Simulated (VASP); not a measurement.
A run of VASP 6.6.1 is set up as follows.

INCAR

```
PREC = Accurate ; ENCUT = 600
EDIFF = 1E-6 ; ISMEAR = 0
SIGMA = 0.02 ; LREAL = False
LASPH = True ; NELM = 60
ALGO = Normal ; ISIF = 3
LWAVE = False ; LCHARG = False
GGA = PE ; IBRION = 2
NSW = 70 ; EDIFFG = -0.008
PSTRESS = 200.0
```

KPOINTS

```
Automatic mesh
0
Gamma
  10 10 10
```

POSCAR

```
CdTe
1.0
    0.0000000000      3.0307534985      3.0307534985
    3.0307534985      0.0000000000      3.0307534985
    3.0307534985      3.0307534985      0.0000000000
Cd Te
1 1
Direct
    0.0000000000      0.0000000000      0.0000000000
    0.2500000000      0.2500000000      0.2500000000
```

Potentials or basis: VASP PAW PBE potentials, release 64 (Cd, Te).

Run with:

```console
$ cat potpaw_PBE.64/Cd/POTCAR potpaw_PBE.64/Te/POTCAR > POTCAR
$ mpirun -np 1 vasp_std > vasp.out
```

(1) Estimate the relaxed cell.

(2) What does it give for the space group after relaxing (to 0.1 Å)?

(3) Predict the band gap on the k mesh.

(4) Estimate the relaxed volume.

Results:

(1) a = 4.256 Å, b = 4.256 Å, c = 4.256 Å, α = 60.00°, β = 60.00°, γ = 60.00°.

(2) F-43m (No. 216).

(3) 1.47 eV.

(4) 27.26 Å³/atom.

Caveat: the cell is relaxed towards a set pressure, so the run minimises the enthalpy, not the energy; spin-orbit coupling is left out, which moves the levels of the heavy elements.
